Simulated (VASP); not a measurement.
Here is a VASP 6.6.1 calculation.

INCAR

```
PREC     = Accurate       # precision mode
ENCUT    = 520            # plane-wave cutoff, eV
EDIFF    = 1E-6           # SCF threshold, eV
ISMEAR   = 0              # smearing method
SIGMA    = 0.15           # smearing width, eV
LREAL    = False          # projectors in reciprocal space
LASPH    = True           # aspherical terms in the spheres
NELM     = 80             # most SCF steps
ALGO     = Fast           # electronic algorithm
ISIF     = 2              # what is computed and relaxed
LWAVE    = False          # write WAVECAR
LCHARG   = True           # write CHGCAR
GGA      = PS             # functional
LELF     = True           # ELF
LVHAR    = True         
NBANDS   = 18             # bands
```

KPOINTS

```
Automatic mesh
0
Gamma
  14 14 14
```

File POSCAR:

```
ScAl3
1.0
    4.0712986163      0.0000000000      0.0000000000
    0.0000000000      4.0712986163      0.0000000000
    0.0000000000      0.0000000000      4.0712986163
Sc Al
1 3
Direct
    0.0000000000      0.0000000000      0.0000000000
    0.5000000000      0.0000000000      0.5000000000
    0.0000000000      0.5000000000      0.5000000000
    0.5000000000      0.5000000000      0.0000000000
```

Potentials or basis: VASP PAW PBE potentials, release 64 (Sc_sv, Al).

Run with:

```bash
$ cat potpaw_PBE.64/Sc_sv/POTCAR potpaw_PBE.64/Al/POTCAR > POTCAR
$ mpirun -np 1 vasp_std > vasp.out
```

Predict the pressure.

0.0 GPa.

What does it give for the band gap on the k mesh?

Zero (band 10 reaches 8.31 eV, above the bottom of band 11 at 4.35 eV).

Caveat: the PAW data sets were made with another functional, which shifts forces and pressure a little.
